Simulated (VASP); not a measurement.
# Al (Fm-3m) in VASP: further runs

The runs below take Al through single point, with PBEsol.

All numbers are computed with VASP 6.6.1; they aren't measurements. Logs are shortened: lines on timing, memory, paths and dates and some standing lists are left out, and cuts for length are marked.

### 1 The cell of the first run

Symmetry: Fm-3m, No. 225, cubic system. Conventional cell: a = 3.652 Å, b = 3.652 Å, c = 3.652 Å, α = 90.00°, β = 90.00°, γ = 90.00°. Al (site symmetry m-3m) has 12 Al at 2.58 Å within 3.4 Å.

### 2 Single point, PBEsol

The input, INCAR:

```
ALGO = Normal
EDIFF = 1E-6
ENCUT = 520
GGA = PS
ISIF = 2
ISMEAR = 0
LASPH = True
LCHARG = True
LELF = True
LREAL = False
LVHAR = True
LWAVE = False
NBANDS = 8
NELM = 100
PREC = Accurate
SIGMA = 0.1
```

The input, KPOINTS:

```
k-points
0
Gamma
  8 8 8
```

The input, POSCAR:

```
Al
1.0
    0.0000000000      1.8258468108      1.8258468108
    1.8258468108      0.0000000000      1.8258468108
    1.8258468108      1.8258468108      0.0000000000
Al
1
Direct
    0.0000000000      0.0000000000      0.0000000000
```

Potentials or basis: VASP PAW PBE potentials, release 64 (Al).

On the command line:

```bash
$ cat potpaw_PBE.64/Al/POTCAR > POTCAR
$ mpirun -np 1 vasp_std > vasp.out
```

OUTCAR:

```text
EDIFF = 1E-6
   ENCUT = 520
   GGA = PS
   ISIF = 2
   ISMEAR = 0
   LASPH = True
   LREAL = False
   NELM = 100
   PREC = Accurate

 ion  position               nearest neighbor table
   1  0.000  0.000  0.000-

  LATTYP: Found a face centered cubic cell.
 ALAT       =     3.6516936216

  Lattice vectors:

 A1 = (   0.0000000000,   1.8258468108,   1.8258468108)
 A2 = (   1.8258468108,   0.0000000000,   1.8258468108)
 A3 = (   1.8258468108,   1.8258468108,   0.0000000000)

Analysis of symmetry for initial positions (statically):
=====================================================================
 Subroutine PRICEL returns:
 Original cell was already a primitive cell.

 Routine SETGRP: Setting up the symmetry group for a
 face centered cubic supercell.

 Subroutine GETGRP returns: Found 48 space group operations
 (whereof 48 operations were pure point group operations)
 out of a pool of 48 trial point group operations.

The static configuration has the point symmetry O_h .

Analysis of symmetry for dynamics (positions and initial velocities):
=====================================================================
 Subroutine PRICEL returns:
 Original cell was already a primitive cell.

 Routine SETGRP: Setting up the symmetry group for a
 face centered cubic supercell.

 Subroutine GETGRP returns: Found 48 space group operations
 (whereof 48 operations were pure point group operations)
 out of a pool of 48 trial point group operations.

The dynamic configuration has the point symmetry O_h .

 Subroutine INISYM returns: Found 48 space group operations
 (whereof 48 operations are pure point group operations),
 and found     1 'primitive' translations

----------------------------------------------------------------------------------------

                                     Primitive cell

  volume of cell :      12.1737

  direct lattice vectors                    reciprocal lattice vectors
     0.000000000  1.825846811  1.825846811    -0.273845537  0.273845537  0.273845537
     1.825846811  0.000000000  1.825846811     0.273845537 -0.273845537  0.273845537
     1.825846811  1.825846811  0.000000000     0.273845537  0.273845537 -0.273845537

  length of vectors
     2.582137323  2.582137323  2.582137323     0.474314383  0.474314383  0.474314383

  position of ions in fractional coordinates (direct lattice)
     0.000000000  0.000000000  0.000000000

  ion indices of the primitive-cell ions
   primitive index   ion index
                 1           1

----------------------------------------------------------------------------------------

 KPOINTS: k-points

Automatic generation of k-mesh.
 Grid dimensions read from file:
 generate k-points for:    8    8    8

 Generating k-lattice:

  Cartesian coordinates                     Fractional coordinates (reciprocal lattice)
    -0.034230692  0.034230692  0.034230692     0.125000000  0.000000000  0.000000000
     0.034230692 -0.034230692  0.034230692     0.000000000  0.125000000  0.000000000
     0.034230692  0.034230692 -0.034230692     0.000000000  0.000000000  0.125000000

  Length of vectors
     0.059289298  0.059289298  0.059289298

  Shift w.r.t. Gamma in fractional coordinates (k-lattice)
     0.000000000  0.000000000  0.000000000

 Subroutine IBZKPT returns following result:
 ===========================================

 Found     29 irreducible k-points:

 Following reciprocal coordinates:
            Coordinates               Weight
  0.000000  0.000000  0.000000      1.000000
  0.125000  0.000000  0.000000      8.000000
  0.250000  0.000000  0.000000      8.000000
  0.375000  0.000000  0.000000      8.000000
  0.500000  0.000000  0.000000      4.000000
  0.125000  0.125000  0.000000      6.000000
[... 16 lines left out ...]
  0.500000  0.250000  0.125000     48.000000
 -0.375000  0.250000  0.125000     24.000000
 [... further k-points ...]
   k-points           NKPTS =     29   k-points in BZ     NKDIM =     29   number of bands    NBANDS=      8
   number of dos      NEDOS =    301   number of ions     NIONS =      1
   total plane-waves  NPLWV =   8000
   dimension x,y,z NGX =    20 NGY =   20 NGZ =   20
   dimension x,y,z NGXF=    40 NGYF=   40 NGZF=   40
   ions per type =               1
   NGX,Y,Z   is equivalent  to a cutoff of  12.88, 12.88, 12.88 a.u.
   NGXF,Y,Z  is equivalent  to a cutoff of  25.75, 25.75, 25.75 a.u.
 SYSTEM =  unknown system
   PREC   = accura    normal or accurate (medium, high low for compatibility)
   ISTART =      0    job   : 0-new  1-cont  2-samecut
   ICHARG =      2    charge: 1-file 2-atom 10-const
   ISPIN  =      1    spin polarized calculation?
   LNONCOLLINEAR =      F non collinear calculations
   LSORBIT =      F    spin-orbit coupling
   LASPH  =      T    aspherical Exc in radial PAW
   ENCUT  =  520.0 eV  38.22 Ry    6.18 a.u.   4.80  4.80  4.80*2*pi/ulx,y,z
   NELM   =    100;   NELMIN=  2; NELMDL= -5     # of ELM steps
   EDIFF  = 0.1E-05   stopping-criterion for ELM
   LREAL  =      F    real-space projection
   EDIFFG = 0.1E-04   stopping-criterion for IOM
   NSW    =      0    number of steps for IOM
   IBRION =     -1    ionic relax: 0-MD 1-quasi-New 2-CG
   NFREE  =      0    steps in history (QN), initial steepest desc. (CG)
   ISIF   =      2    stress and relaxation
   ISYM   =      2    0-nonsym 1-usesym 2-fastsym
   POTIM  = 0.5000    time-step for ionic-motion
   TEBEG  =    0.0;   TEEND  =   0.0 temperature during run
   PSTRESS=    0.0 pullay stress
   NELECT =       3.0000    total number of electrons
   NUPDOWN=      -1.0000    fix difference up-down
   EMIN   =  10.00;   EMAX   =-10.00  energy-range for DOS
   EFERMI =   0.00;   METHOD = LEGACY
   ISMEAR =     0;   SIGMA  =   0.10  broadening in eV -4-tet -1-fermi 0-gaus
   EFERMI_NEDOS =   21; number of points for ismear=-14 and -15
   IALGO  =     38    algorithm
   IMIX   =      4    mixing-type and parameters
     AMIX     =   0.40;   BMIX     =  1.00
     AMIX_MAG =   1.60;   BMIX_MAG =  1.00
  volume/ion in A,a.u.               =      12.17        82.15
  Fermi-wavevector in a.u.,A,eV,Ry     =   1.026379  1.939574 14.333098  1.053453
  Thomas-Fermi vector in A             =   2.160268
   LORBIT       =      0    0 simple, 1 ext, 2 COOP (PROOUT), +10 PAW based schemes
   GGA     = PS    functional components
   LHFCALC =     F    Hartree Fock is set to
   AEXX    =    0.0000 exact exchange contribution
   IVDW    =     0    specifies the selected vdW correction
   LEPSILON=     F    determine dielectric tensor
   LRPA    =     F    only Hartree local field effects (RPA)
 non-spin polarized calculation
 Gauss-broadening in eV      SIGMA  =   0.10
  energy-cutoff  :      520.00
  volume of cell :       12.17
 maximum number of plane-waves:       342
   NGX =  9   NGY =  9   NGZ =  9

 number of electron       3.0000000 magnetization

 Free energy of the ion-electron system (eV)
  ---------------------------------------------------
  ext. energy  EPLUGINS =         0.00000000
  ---------------------------------------------------
  free energy    TOTEN  =        -3.65319828 eV

  energy without entropy =       -3.64842077  energy(sigma->0) =       -3.65080952

 E-fermi :  11.5670     XC(G=0): -11.4218

 val. band max:       11.0448270124   @ k =  -0.2500   0.5000   0.2500
 cond. band min:      11.6160862822   @ k =   0.5000   0.2500   0.1250
 fundamental gap:      0.5712592698
 Fermi energy:        11.5670304692

 k-point     1 :       0.0000    0.0000    0.0000
  band No.  band energies     occupation
      1      -1.8856      2.00000
      2      25.9161      0.00000
      3      25.9161      0.00000
      4      25.9161      0.00000
      5      30.0267      0.00000
      6      30.0267      0.00000
      7      30.0267      0.00000
      8      30.3948      0.00000

 k-point     2 :       0.1250    0.0000    0.0000
  band No.  band energies     occupation
      1      -1.3679      2.00000
      2      21.2919      0.00000
      3      25.3382      0.00000
      4      25.3382      0.00000
      5      29.6339      0.00000
      6      31.3919      0.00000
      7      31.3919      0.00000
      8      32.4046      0.00000

 k-point     3 :       0.2500    0.0000    0.0000
  band No.  band energies     occupation
      1       0.1692      2.00000
      2      15.5776      0.00000
      3      24.6274      0.00000
      4      24.6274      0.00000
      5      28.8579      0.00000
      6      29.5304      0.00000
      7      29.5304      0.00000
      8      34.5036      0.00000

 k-point     4 :       0.3750    0.0000    0.0000
  band No.  band energies     occupation
      1       2.6767      2.00000
      2      10.5000      2.00000
      3      24.3861      0.00000
      4      24.3861      0.00000
      5      27.4450      0.00000
      6      27.4450      0.00000
      7      28.6292      0.00000
      8      32.3074      0.00000

 k-point     5 :       0.5000    0.0000    0.0000
  band No.  band energies     occupation
      1       5.6468      2.00000
      2       6.6697      2.00000
      3      24.4399      0.00000
      4      24.4399      0.00000
      5      26.5994      0.00000
      6      26.5994      0.00000
      7      28.7748      0.00000
      8      31.2781      0.00000

 k-point     6 :       0.1250    0.1250    0.0000
  band No.  band energies     occupation
      1      -1.1959      2.00000
      2      22.8203      0.00000
      3      23.5133      0.00000
      4      23.5133      0.00000
      5      27.7174      0.00000
      6      29.8393      0.00000
      7      33.5162      0.00000
      8      33.5162      0.00000

 k-point     7 :       0.2500    0.1250    0.0000
  band No.  band energies     occupation
      1      -0.0003      2.00000
      2      17.7111      0.00000
      3      22.3637      0.00000
      4      23.4970      0.00000
      5      25.6918      0.00000
      6      29.6875      0.00000
      7      33.5231      0.00000
      8      33.5975      0.00000

 k-point     8 :       0.3750    0.1250    0.0000
  band No.  band energies     occupation
      1       2.1815      2.00000
      2      12.4872      0.00000
      3      21.9767      0.00000
      4      22.0181      0.00000
      5      24.6401      0.00000
      6      31.2806      0.00000
      7      32.9056      0.00000
      8      33.3174      0.00000

 k-point     9 :       0.5000    0.1250    0.0000
  band No.  band energies     occupation
      1       5.2381      2.00000
      2       8.0185      2.00000
      3      20.4797      0.00000
      4      22.3832      0.00000
      5      24.9137      0.00000
      6      29.5349      0.00000
      7      32.8777      0.00000
      8      34.1603      0.00000

 k-point    10 :      -0.3750    0.1250    0.0000
  band No.  band energies     occupation
      1       4.1432      2.00000
      2       9.3911      2.00000
      3      19.6083      0.00000
      4      23.6138      0.00000
      5      26.2012      0.00000
      6      28.5022      0.00000
      7      31.8714      0.00000
      8      35.3315      0.00000
[... 78 lines left out ...]
 k-point    18 :       0.3750    0.3750    0.0000
  band No.  band energies     occupation
      1       4.1495      2.00000
      2      14.4688      0.00000
      3      17.4766      0.00000
      4      19.2795      0.00000
      5      19.2795      0.00000
      6      24.7896      0.00000
      7      39.8141      0.00000
      8      42.3802      0.00000

 k-point    19 :       0.5000    0.3750    0.0000
  band No.  band energies     occupation
      1       6.5125      2.00000
      2      11.8058      0.00073
      3      14.1739      0.00000
      4      19.1500      0.00000
      5      20.4120      0.00000
      6      26.4851      0.00000
      7      39.2118      0.00000
      8      41.9156      0.00000

 k-point    20 :      -0.3750    0.3750    0.0000
  band No.  band energies     occupation
      1       9.0770      2.00000
      2       9.4746      2.00000
      3      11.6549      0.21386
      4      19.8350      0.00000
      5      21.6794      0.00000
      6      31.0628      0.00000
      7      37.7336      0.00000
      8      38.1699      0.00000

 k-point    21 :       0.5000    0.5000    0.0000
  band No.  band energies     occupation
      1       7.8692      2.00000
      2       9.6591      2.00000
      3      16.7908      0.00000
      4      18.7447      0.00000
      5      18.7447      0.00000
      6      24.1066      0.00000
      7      41.9224      0.00000
      8      43.8033      0.00000

 k-point    22 :       0.3750    0.2500    0.1250
  band No.  band energies     occupation
      1       1.5159      2.00000
      2      15.8081      0.00000
      3      18.1147      0.00000
      4      22.2994      0.00000
      5      25.7850      0.00000
      6      29.5840      0.00000
      7      32.0460      0.00000
      8      36.2299      0.00000

 k-point    23 :       0.5000    0.2500    0.1250
  band No.  band energies     occupation
      1       3.9866      2.00000
      2      11.6161      0.48784
      3      16.9772      0.00000
      4      20.0187      0.00000
      5      26.9957      0.00000
      6      29.6954      0.00000
      7      32.5699      0.00000
      8      37.0736      0.00000

 k-point    24 :      -0.3750    0.2500    0.1250
  band No.  band energies     occupation
      1       6.8871      2.00000
      2       7.9346      2.00000
      3      17.0054      0.00000
      4      19.0307      0.00000
      5      27.9475      0.00000
      6      28.1065      0.00000
      7      36.5654      0.00000
      8      36.7115      0.00000

 [... further k-points ...]
[... 5 lines left out ...]
  --------------------------------------------------------------------------------------
  -------------------------------------------------------------------------------------
  Total        3.3286225      3.3286225      3.3286225     -0.0000000     -0.0000000      0.0000000
  in kB      438.0786851    438.0786851    438.0786851     -0.0000000     -0.0000000      0.0000000
  external PRESSURE =     438.0786851 kB  Pullay stress =       0.0000000 kB

 VOLUME and BASIS-vectors are now :
 -----------------------------------------------------------------------------
  energy-cutoff  :      520.00
  volume of cell :       12.17
      direct lattice vectors                 reciprocal lattice vectors
     0.000000000  1.825846811  1.825846811    -0.273845537  0.273845537  0.273845537
     1.825846811  0.000000000  1.825846811     0.273845537 -0.273845537  0.273845537
     1.825846811  1.825846811  0.000000000     0.273845537  0.273845537 -0.273845537

 POSITION                                       TOTAL-FORCE (eV/Angst)
 -----------------------------------------------------------------------------------
      0.00000      0.00000      0.00000         0.000000      0.000000      0.000000
 -----------------------------------------------------------------------------------
    total drift:                                0.000000     -0.000000     -0.000000

  FREE ENERGIE OF THE ION-ELECTRON SYSTEM (eV)
  ---------------------------------------------------
  free  energy   TOTEN  =        -3.6531982768 eV

  energy  without entropy=       -3.6484207661  energy(sigma->0) =       -3.65080952
```

It took 5.9 s on 1 thread of AMD EPYC 7R13, shared host; peak memory 0.12 GiB.

Results:

- Free energy: -3.6532 eV
- Pressure: 43.8 GPa

Caveat: the k points lie up to 0.37 Å⁻¹ apart; the PAW data sets were made with another functional, which shifts forces and pressure a little.

### 3 Single point, PBEsol

This run uses another cell than the first one, of 16.03 Å³/atom, 1.317 times its volume.

The input, INCAR:

```
  PREC = Accurate
  ENCUT = 520
  EDIFF = 1E-7
  ISMEAR = 0
  SIGMA = 0.1
  LREAL = False
  LASPH = True
  NELM = 100
  ALGO = Normal
  ISIF = 2
  LWAVE = False
  LCHARG = True
  GGA = PS
  LELF = True
  LVHAR = True
  NBANDS = 8
```

The input, KPOINTS:

```
regular mesh
0
Gamma
  10 10 10
```

The input, POSCAR:

```
Al
1.0
    0.0000000000      2.0012861199      2.0012861199
    2.0012861199      0.0000000000      2.0012861199
    2.0012861199      2.0012861199      0.0000000000
Al
1
Direct
    0.0000000000      0.0000000000      0.0000000000
```

Potentials or basis: VASP PAW PBE potentials, release 64 (Al).

On the command line:

```bash
$ cat potpaw_PBE.64/Al/POTCAR > POTCAR
$ mpirun -np 1 vasp_std > vasp.out
```

Run time: 12 s. Hardware: 1 thread of AMD EPYC 7R13, shared host; peak memory 0.13 GiB.

Results (log left out):

| Quantity | Value |
| --- | --- |
| Free energy | -4.0745 eV |
| Pressure | 0.5 GPa |

Levels at points of the mesh, in eV from the Fermi level:
| k point | band 1 | band 2 | band 3 | band 4 | band 5 | band 6 |
| --- | --- | --- | --- | --- | --- | --- |
| (0.00, 0.00, 0.00) | -11.45 | 12.63 | 12.63 | 12.63 | 14.34 | 14.34 |
| (0.50, 0.00, 0.00) | -4.83 | -4.54 | 11.45 | 11.45 | 11.58 | 11.58 |
| (0.50, 0.50, 0.00) | -3.11 | -1.74 | 5.14 | 5.60 | 5.60 | 9.21 |

Caveat: the PAW data sets were made with another functional, which shifts forces and pressure a little.
